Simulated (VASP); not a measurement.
Write the native input for VASP 6.6.1 that does the following.

- Task: single point
- Functional: PBE
- Potentials or basis: VASP PAW PBE potentials, release 64 (S, Li_sv)
- Cutoff: 750 eV
- k mesh: 6 × 6 × 6
- Occupations: gaussian, width 0.01 eV
- Spin: no spin polarisation
- Dipole correction: no
- Further INCAR settings: ALGO = Normal; EDIFF = 1e-06; NBANDS = 13

The structure of Li2S lies in POSCAR:

```
Li2S
1.0
    0.0000000000      2.8810763611      2.8810763611
    2.8810763611      0.0000000000      2.8810763611
    2.8810763611      2.8810763611      0.0000000000
S Li
1 2
Direct
    0.0000000000      0.0000000000      0.0000000000
    0.2500000000      0.2500000000      0.2500000000
    0.7500000000      0.7500000000      0.7500000000
```

These files were run (other wordings do the same):

INCAR

```
PREC     = Accurate       # precision mode
ENCUT    = 750            # plane-wave cutoff, eV
EDIFF    = 1E-6           # SCF threshold, eV
ISMEAR   = 0              # smearing method
SIGMA    = 0.01           # smearing width, eV
LREAL    = False          # projectors in reciprocal space
LASPH    = True           # aspherical terms in the spheres
NELM     = 120            # most SCF steps
ALGO     = Normal         # electronic algorithm
ISIF     = 2              # what is computed and relaxed
LWAVE    = False          # write WAVECAR
LCHARG   = True           # write CHGCAR
GGA      = PE             # functional
LELF     = True           # ELF
LVHAR    = True         
NBANDS   = 13             # bands
GGA_COMPAT= False
```

KPOINTS

```
regular mesh
0
Gamma
  6 6 6
```

Potentials or basis: VASP PAW PBE potentials, release 64 (S, Li_sv).

The run is started by

```console
$ cat potpaw_PBE.64/S/POTCAR potpaw_PBE.64/Li_sv/POTCAR > POTCAR
$ mpirun -np 1 vasp_std > vasp.out
```

Results of the run:

```
Pressure               : -1.3 GPa
Band gap on the k mesh : 3.41 eV (least direct gap 4.10 eV)
```

Run time: 37 s on 1 thread of Intel Xeon 8259CL, with other jobs on the host, peak memory 0.2 GiB.
